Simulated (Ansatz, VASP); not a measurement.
## Two plane-wave programs on Ti

File INCAR:

```
SYSTEM = Ti
  ALGO = Normal
  EDIFF = 1E-7
  ENCUT = 520
  GGA = PS
  ISIF = 2
  ISMEAR = 0
  LASPH = .TRUE.
  LCHARG = .TRUE.
  LELF = .TRUE.
  LREAL = .FALSE.
  LVHAR = .TRUE.
  LWAVE = .FALSE.
  NBANDS = 12
  NELM = 100
  PREC = Accurate
  SIGMA = 0.15
```

Contents of KPOINTS:

```
k-points
0
G
  26 26 26
  0 0 0
```

Contents of POSCAR:

```
Ti
1.0
    0.0000000000      2.1293172091      2.1293172091
    2.1293172091      0.0000000000      2.1293172091
    2.1293172091      2.1293172091      0.0000000000
Ti
1
Direct
    0.0000000000      0.0000000000      0.0000000000
```

Input for Ansatz:

```yaml
crystal:
  lattice:
    - [0.0, 2.1293172091, 2.1293172091]
    - [2.1293172091, 0.0, 2.1293172091]
    - [2.1293172091, 2.1293172091, 0.0]
  atoms:
    - { symbol: Ti, position: [0.0, 0.0, 0.0] }
basis:
  ecutwfc: 420
kpoints:
  mp_grid: { grid: [26, 26, 26] }
hamiltonian:
  xc: pbesol
scf:
  occupations: { method: gaussian, width: 0.15 }
output:
  forces: true
  stress: true
  eigenvalues: true
```

Change from the starting cell: strain +0.050 along x and y, +0.050 along z, atoms carried along.

Alike in both runs: task single point; functional PBEsol; k mesh 26 × 26 × 26; occupations gaussian, width 0.15 eV; no spin polarisation.

```csv
,VASP,Ansatz
version,VASP 6.6.1,Ansatz 0.2.0
potentials or method,"VASP PAW PBE potentials, release 64 (Ti_sv), cutoff 520 eV","scalar-relativistic, plane waves, PAW"
valence electrons in the cell,12,12
```

|  | VASP | Ansatz | Ansatz less VASP |
| --- | --- | --- | --- |
| gap on the k mesh at the Fermi level (eV) | none | none | - |
| pressure (GPa) | -13.0 | -12.9 | +0.09 |

VASP's potentials were made for PBE, not for PBEsol. A gap of «none» marks a metal or a gap that the smearing closes.
